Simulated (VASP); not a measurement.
# Mn (P6_3/mmc) in VASP: further runs, part 2 of 2

VASP 6.6.1.

### 3 Single point, PBEsol

This run uses another cell than the first one, of 10.33 Å³/atom, 1.042 times its volume.

INCAR

```
SYSTEM = Mn
ALGO = Normal ; EDIFF = 1E-6
ENCUT = 520 ; GGA = PS
ISIF = 2 ; ISMEAR = -1
LASPH = .TRUE. ; LCHARG = .FALSE.
LREAL = .FALSE. ; LWAVE = .FALSE.
NBANDS = 34 ; NELM = 80
PREC = Accurate ; SIGMA = 0.1
```

KPOINTS

```
k-points
0
G
  16 16 5
  0 0 0
```

POSCAR

```
Mn
1.0
    2.4550457766      0.0000000000      0.0000000000
   -1.2275228883      2.1261320100      0.0000000000
    0.0000000000      0.0000000000      7.9176401885
Mn
4
Direct
    1.0000000000      0.0000000000      1.0000000000
    1.0000000000      0.0000000000      0.5000000000
    0.3333333333      0.6666666667      0.2500000000
    0.6666666667      0.3333333333      0.7500000000
```

Potentials or basis: VASP PAW PBE potentials, release 64 (Mn_pv).

The run is started by

```sh
> cat potpaw_PBE.64/Mn_pv/POTCAR > POTCAR
> mpirun -np 1 vasp_std > vasp.out
```

It took 76 s on 1 thread of Intel Xeon Platinum 8488C (Sapphire Rapids), shared host; peak memory 0.21 GiB.

It converged, with:

| Property | Result |
| --- | --- |
| Free energy | -38.9107 eV |
| Pressure | -0.1 GPa |
| Band gap on the k mesh | zero (band 26 reaches 12.23 eV, above the bottom of band 27 at 9.93 eV) |

Stress tensor (GPa, compression positive):
```
-0.04  0.00  0.00
 0.00 -0.04  0.00
 0.00  0.00 -0.18
```

Levels at points of the mesh, in eV from the Fermi level:
```csv
k point,band 22,band 23,band 24,band 25,band 26,band 27,band 28,band 29,band 30,band 31
"(0.00, 0.00, 0.00)",-1.24,-1.06,-0.82,-0.82,-0.74,-0.74,0.25,0.25,0.73,0.73
"(0.50, 0.00, 0.00)",-1.33,-0.58,0.11,0.12,1.40,1.85,1.86,1.96,1.97,2.09
```

Caveat: the PAW data sets were made with another functional, which shifts forces and pressure a little; the run has no spin polarisation, though such a crystal can be magnetic. Spin polarisation is off, so any magnetic state and its effect on volume and gap are missing.

### 4 Single point, PBEsol, collinear spin, ferromagnetic start

This run uses another cell than the first one, of 10.32 Å³/atom, 1.041 times its volume.

INCAR

```
SYSTEM = Mn
PREC = Accurate
ENCUT = 520
EDIFF = 1E-6
ISMEAR = -1
SIGMA = 0.05
LREAL = .FALSE.
LASPH = .TRUE.
NELM = 150
ALGO = Normal
ISIF = 2
LWAVE = .FALSE.
LCHARG = .FALSE.
ISPIN = 2
MAGMOM = 3 3 3 3
LORBIT = 11
LMAXMIX = 4
GGA = PS
NBANDS = 38
```

KPOINTS

```
Automatic mesh
0
G
  16 16 5
  0 0 0
```

POSCAR

```
Mn
1.0
    2.4538495942      0.0000000000      0.0000000000
   -1.2269247971      2.1250960857      0.0000000000
    0.0000000000      0.0000000000      7.9167930197
Mn
4
Direct
    1.0000000000      0.0000000000      0.0000000000
    1.0000000000      1.0000000000      0.5000000000
    0.3333333333      0.6666666667      0.2500000000
    0.6666666667      0.3333333333      0.7500000000
```

Potentials or basis: VASP PAW PBE potentials, release 64 (Mn_pv).

The run is started by

```sh
> cat potpaw_PBE.64/Mn_pv/POTCAR > POTCAR
> mpirun -np 1 vasp_std > vasp.out
```

OUTCAR:

```text
SYSTEM = Mn
   PREC = Accurate
   ENCUT = 520
   EDIFF = 1E-6
   ISMEAR = -1
   LREAL = .FALSE.
   LASPH = .TRUE.
   NELM = 150
   ISIF = 2
   ISPIN = 2
   LORBIT = 11
   GGA = PS

 ion  position               nearest neighbor table
   1  0.000  0.000  0.000-   3 2.43   4 2.43   4 2.43   3 2.43   4 2.43   3 2.43
   2  0.000  0.000  0.500-   3 2.43   4 2.43   4 2.43   3 2.43   4 2.43   3 2.43
   3  0.333  0.667  0.250-   1 2.43   2 2.43   1 2.43   2 2.43   1 2.43   2 2.43
   4  0.667  0.333  0.750-   1 2.43   2 2.43   1 2.43   2 2.43   1 2.43   2 2.43

  LATTYP: Found a hexagonal cell.
 ALAT       =     2.4538495942
 C/A-ratio  =     3.2262747637

  Lattice vectors:

 A1 = (   2.4538495942,   0.0000000000,   0.0000000000)
 A2 = (  -1.2269247971,   2.1250960857,   0.0000000000)
 A3 = (   0.0000000000,   0.0000000000,   7.9167930197)
[... 2197 lines left out ...]
     0.000000000  0.000000000  7.916793020     0.000000000  0.000000000  0.126313773

 POSITION                                       TOTAL-FORCE (eV/Angst)
 -----------------------------------------------------------------------------------
      0.00000      0.00000      0.00000        -0.000000      0.000000     -0.000000
      0.00000      0.00000      3.95840        -0.000000      0.000000     -0.000000
     -0.00000      1.41673      1.97920         0.000000     -0.000000      0.000000
      1.22692      0.70837      5.93759        -0.000000      0.000000      0.000000
 -----------------------------------------------------------------------------------
    total drift:                                0.000000     -0.000000      0.000000

  FREE ENERGIE OF THE ION-ELECTRON SYSTEM (eV)
  ---------------------------------------------------
  free  energy   TOTEN  =       -38.8494839261 eV

  energy  without entropy=      -38.8093698907  energy(sigma->0) =      -38.82942691

 total charge

# of ion       s       p       d       tot
------------------------------------------
    1        0.446   6.431   5.203  12.081
    2        0.446   6.431   5.203  12.081
    3        0.447   6.433   5.191  12.070
    4        0.447   6.433   5.191  12.070
--------------------------------------------------
tot          1.786  25.728  20.788  48.302

 magnetization (x)

# of ion       s       p       d       tot
------------------------------------------
    1        0.000   0.000   0.001   0.001
    2        0.000   0.000   0.001   0.001
    3       -0.000  -0.000  -0.000  -0.000
    4       -0.000  -0.000  -0.000  -0.000
--------------------------------------------------
tot         -0.000  -0.000   0.000   0.000
```

OSZICAR:

```text
N       E                     dE             d eps       ncg     rms          rms(c)
DAV:   1     0.629322788963E+03    0.62932E+03   -0.28798E+04 14368   0.196E+03
DAV:   2    -0.269555335635E+01   -0.63202E+03   -0.60233E+03 13710   0.538E+02
DAV:   3    -0.413471097914E+02   -0.38652E+02   -0.37019E+02 14448   0.152E+02
[... 13 lines left out ...]
DAV:  17    -0.388494339314E+02   -0.17879E-04   -0.49968E-05 14420   0.782E-02    0.248E-02
DAV:  18    -0.388494711802E+02   -0.37249E-04   -0.61160E-04 16420   0.300E-01    0.102E-02
DAV:  19    -0.388494811512E+02   -0.99711E-05   -0.13673E-04 17776   0.121E-01    0.567E-03
DAV:  20    -0.388494837386E+02   -0.25873E-05   -0.24791E-05 16660   0.410E-02    0.358E-03
DAV:  21    -0.388494839261E+02   -0.18751E-06   -0.33992E-06  8808   0.140E-02
   1 F= -.38849484E+02 E0= -.38829427E+02  d E =-.401140E-01  mag=     0.0000
```

Wall time 8.8 min (1 thread of AMD EPYC 7R13 (Zen 3), shared host); peak memory 0.26 GiB.

What came out:

```
Free energy                                           : -38.8495 eV
Pressure                                              : -0.1 GPa
Band gap on the k mesh                                : zero (filled and empty bands overlap)
Net moment                                            : 0.00 μB per cell
Valence electrons inside the program's atomic spheres : Mn 12.08, 12.07
```

Stress tensor (GPa, compression positive):
```
-0.16  0.00  0.00
 0.00 -0.16  0.00
 0.00  0.00  0.01
```

Caveat: the starting moments collapsed, and a magnetic state may lie lower; the PAW data sets were made with another functional, which shifts forces and pressure a little.
